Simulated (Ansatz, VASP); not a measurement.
# One calculation of Pt, two programs

The input INCAR:

```
SYSTEM = Pt
  PREC = Accurate
  ENCUT = 500
  EDIFF = 1E-6
  ISMEAR = 1
  SIGMA = 0.01
  LREAL = .False.
  LASPH = .True.
  NELM = 200
  ALGO = Normal
  ISIF = 2
  LWAVE = .False.
  LCHARG = .True.
  LNONCOLLINEAR = .True.
  MAGMOM = -0.051 -0.199 -0.079
  LORBIT = 11
  LMAXMIX = 4
  GGA = LIBXC
  LIBXC1 = GGA_X_PBE
  LIBXC2 = LDA_C_PW
  LVHAR = .True.
  NBANDS = 21
  GGA_COMPAT = .False.
```

The input KPOINTS:

```
regular mesh
0
Gamma
  9 9 9
  0 0 0
```

POSCAR

```
Pt
1.0
    0.0000000000      1.9208704006      1.9208704006
    1.9208704006      0.0000000000      1.9208704006
    1.9208704006      1.9208704006      0.0000000000
Pt
1
Direct
    0.0000000000      0.0000000000      0.0000000000
```

File input.yaml:

```yaml
crystal:
  lattice:
    - [0.0, 1.9208704006, 1.9208704006]
    - [1.9208704006, 0.0, 1.9208704006]
    - [1.9208704006, 1.9208704006, 0.0]
  atoms:
    - { symbol: Pt, position: [0.0, 0.0, 0.0], spin: 0.22, spin_axis: [-0.231715, -0.904144, -0.358932] }
kpoints:
  mp_grid: { grid: [9, 9, 9] }
scf:
  occupations: { method: cold, width: 0.01 }
hamiltonian:
  xc: { exchange: pbe, correlation: lda }
  pseudopotentials: { kind: all_electron, lapw: { basis_error: 0.002 } }
magnetization:
  noncollinear: true
output:
  forces: true
  stress: true
  eigenvalues: true
```

Change from the starting cell: volume scaled by 0.94.

Alike in both runs: task single point; functional pbe exchange, lda correlation; k mesh 9 × 9 × 9; non-collinear spin.

|  | VASP | Ansatz |
| --- | --- | --- |
| version | VASP 6.6.1 | Ansatz 0.2.0 |
| potentials or method | VASP PAW PBE potentials, release 64 (Pt), cutoff 500 eV | all-electron LAPW, scalar-relativistic |
| occupations | methfessel-paxton of order 1, width 0.01 eV | cold, width 0.01 eV |

|  | VASP | Ansatz | Ansatz less VASP |
| --- | --- | --- | --- |
| gap on the k mesh at the Fermi level (eV) | none | none | - |
| pressure (GPa) | 53.6 | 54.0 | +0.41 |
| net moment per atom (μB) | 0.03 | 0.02 | -0.001 |

VASP's potentials were made for PBE, not for pbe exchange, lda correlation. A gap of «none» marks a metal or a gap that the smearing closes. Both programs put the cell under a high pressure, so it lies far from rest at this level. Ansatz ran all-electron here, and VASP with PAW potentials.

Neither program's run includes spin-orbit coupling. Noted on Ansatz's run: the program listed the state as in doubt; the k mesh is thin for a metal, which can move the energy by tens of meV per atom.
